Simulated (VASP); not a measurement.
A run of VASP 6.6.1 is set up as follows.

File INCAR:

```
  ALGO = Normal
  EDIFF = 1E-6
  ENCUT = 520
  ISIF = 2
  ISMEAR = 0
  LASPH = T
  LCHARG = F
  LREAL = F
  LWAVE = F
  NBANDS = 10
  NELM = 100
  PREC = Accurate
  SIGMA = 0.15
```

File KPOINTS:

```
k-points
0
Gamma
  18 18 10
```

Contents of POSCAR:

```
Al
1.0
    2.9986000000      0.0000000000      0.0000000000
   -1.4993000000      2.5968637758      0.0000000000
    0.0000000000      0.0000000000      4.3113000000
Al
2
Direct
    0.6666666667      0.3333333333      0.7500000000
    0.3333333333      0.6666666667      0.2500000000
```

Potentials or basis: VASP PAW LDA potentials, release 64 (Al).

Run with:

```sh
$ cat potpaw_LDA.64/Al/POTCAR > POTCAR
$ mpirun -np 1 vasp_std > vasp.out
```

Q: What does it give for the band gap on the k mesh?

A: Zero (bands 3 and 4 overlap by 9.38 eV).

Q: What does it give for the pressure?

A: -2.2 GPa.

Stress tensor (GPa, compression positive):
```
-4.44  0.00  0.00
 0.00 -4.44  0.00
 0.00  0.00  2.16
```
